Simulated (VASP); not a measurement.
Wanted: the native input for a VASP 6.6.1 run.

```yaml
Task: single point
Functional: PBE
Potentials_or_basis: VASP PAW PBE potentials, release 64 (Ba_sv, Zr_sv, O)
Cutoff: 520 eV
k_mesh: 4 × 4 × 4
Occupations: gaussian, width 0.1 eV
Spin: no spin polarisation
Dipole_correction: no
Further_INCAR_settings: ALGO = Normal; EDIFF = 1e-07; NBANDS = 28
```

The structure of BaZrO3 lies in POSCAR:

```
BaZrO3
1.0
    5.9589596373      0.0000000000      0.0000000000
    0.0000000000      5.9589596373      0.0000000000
    0.0000000000      0.0000000000      5.0518703324
Ba Zr O
1 1 3
Direct
    0.0000000000      0.0000000000      0.0000000000
    0.5000000000      0.5000000000      0.0000000000
    0.0000000000      0.0000000000      0.5000000000
    0.5000000000      0.5000000000      0.6309717756
    0.5000000000      0.5000000000      0.3690282244
```

The cell was built from a structure type or drawn by symmetry, and may not be a known phase.

One way to write it, as run:

INCAR

```
ALGO = Normal ; EDIFF = 1E-7
ENCUT = 520 ; GGA = PE
ISIF = 2 ; ISMEAR = 0
LASPH = True ; LCHARG = False
LREAL = False ; LWAVE = False
NBANDS = 28 ; NELM = 100
PREC = Accurate ; SIGMA = 0.1
```

KPOINTS

```
k-points
0
Gamma
  4 4 4
```

Potentials or basis: VASP PAW PBE potentials, release 64 (Ba_sv, Zr_sv, O).

The run is started by

```sh
$ cat potpaw_PBE.64/Ba_sv/POTCAR potpaw_PBE.64/Zr_sv/POTCAR potpaw_PBE.64/O/POTCAR > POTCAR
$ mpirun -np 1 vasp_std > vasp.out
```

Results of the run:

```yaml
Pressure: 0.5 GPa
Largest_force: 0.246 eV/Å
Band_gap_on_the_k_mesh: zero (bands 20 and 21 overlap by 0.17 eV)
```

Caveat: spin-orbit coupling is left out, which moves the levels of the heavy elements.

Run time: 88 s on 1 thread of Intel(R) Xeon(R) Platinum 8375C CPU @ 2.90GHz (Ice Lake) (shared host), peak memory 0.34 GiB.
